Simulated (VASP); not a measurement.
A run of VASP 6.6.1:

File INCAR:

```
SYSTEM = TaN
PREC     = Accurate       ! precision mode
ENCUT    = 520            ! plane-wave cutoff, eV
EDIFF    = 1E-6           ! SCF threshold, eV
ISMEAR   = 1              ! smearing method
SIGMA    = 0.05           ! smearing width, eV
LREAL    = .False.        ! projectors in reciprocal space
LASPH    = .True.         ! aspherical terms in the spheres
NELM     = 60             ! most SCF steps
ALGO     = Normal         ! electronic algorithm
ISIF     = 2              ! what is computed and relaxed
LWAVE    = .False.        ! write WAVECAR
LCHARG   = .False.        ! write CHGCAR
GGA      = PE             ! functional
NBANDS   = 15             ! bands
```

File KPOINTS:

```
regular mesh
0
Gamma
  11 11 11
  0 0 0
```

File POSCAR:

```
TaN
1.0
    0.0000000000      2.2628889296      2.2628889296
    2.2628889296      0.0000000000      2.2628889296
    2.2628889296      2.2628889296      0.0000000000
Ta N
1 1
Direct
    0.5000000000      0.5000000000      0.5000000000
    0.0000000000      0.0000000000      0.0000000000
```

Potentials or basis: VASP PAW PBE potentials, release 64 (Ta_pv, N).

Command:

```console
$ cat potpaw_PBE.64/Ta_pv/POTCAR potpaw_PBE.64/N/POTCAR > POTCAR
$ mpirun -np 1 vasp_std > vasp.out
```

Hardware: 1 thread of Intel(R) Xeon(R) Platinum 8259CL CPU @ 2.50GHz (Skylake/Cascade Lake) (shared host).

Task: How long does it take, and how much memory?

Result: Wall time 12 s on 1 thread of Intel(R) Xeon(R) Platinum 8259CL CPU @ 2.50GHz (Skylake/Cascade Lake), on a shared host, peak memory 0.15 GiB. Counts: scf iterations 12, k points 56.
